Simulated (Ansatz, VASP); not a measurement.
ZrWN2: VASP beside Ansatz

```xyz
4
Lattice="2.9568 0.0000 0.0000 -1.4784 2.5607 0.0000 0.0000 0.0000 5.9449" Properties=species:S:1:pos:R:3 pbc="T T T"
Zr    0.0000    0.0000    2.9724
W     0.0000    0.0000    0.0000
N     0.0000    1.7071    1.3176
N     0.0000    1.7071    4.6272
```

Alike in both runs: task relaxation of cell and atoms; functional PBE; k mesh 18 × 18 × 8; occupations gaussian, width 0.1 eV; no spin polarisation.

|  | VASP | Ansatz |
| --- | --- | --- |
| version | VASP 6.6.1 | Ansatz 0.2.0 |
| potentials or method | VASP PAW PBE potentials, release 64 (Zr_sv, W_sv, N), cutoff 600 eV | scalar-relativistic, plane waves, PAW |
| valence electrons in the cell | 36 | 36 |

|  | VASP | Ansatz | Ansatz less VASP |
| --- | --- | --- | --- |
| gap on the k mesh at the Fermi level, each at its own relaxed structure (eV) | none | none | - |
| relaxed volume (Å³/atom) | 11.28 | 11.26 | -0.020 |
| relaxed length of the cell vector where the two differ most in proportion (Å) | 2.957 | 2.955 | -0.0018 |

A gap of «none» marks a metal or a gap that the smearing closes.

Spin-orbit coupling is off throughout.
